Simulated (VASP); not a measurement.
## Nb: single point with PBE

The system is Nb.

```
Nb
1.0
     2.54439    0.00000    0.00000
    -1.27220    2.20351    0.00000
     0.00000    0.00000    4.52792
Nb
2
Direct
  0.33333 0.66667 0.25000
  0.66667 0.33333 0.75000
```

```
Program             : VASP 6.6.1
Task                : single point
Functional          : PBE
Potentials or basis : VASP PAW PBE potentials, release 64 (Nb_sv)
Cutoff              : 520 eV
k mesh              : 16 × 16 × 9
Occupations         : fermi-dirac, width 0.05 eV
Spin                : no spin polarisation
```

```
Pressure               : 123.9 GPa
Band gap on the k mesh : zero (band 13 reaches 19.71 eV, above the bottom of band 14 at 16.30 eV)
```

Stress tensor (GPa, compression positive):
```
123.98   0.00   0.00
  0.00 123.98   0.00
  0.00   0.00 123.67
```

Levels at points of the mesh, in eV from the Fermi level:
```
           k point  band 10  band 11  band 12  band 13  band 14  band 15  band 16  band 17
(0.00, 0.00, 0.00)    -5.24    -1.80    -0.23    -0.23     0.62     0.62     2.74     3.12
(0.50, 0.00, 0.00)    -5.56    -4.69    -0.79     0.04     0.67     1.34     6.98     8.23
```

Run time: 68 s on 1 thread of Intel(R) Xeon(R) Platinum 8259CL CPU @ 2.50GHz (Skylake/Cascade Lake) (shared host), peak memory 0.18 GiB.
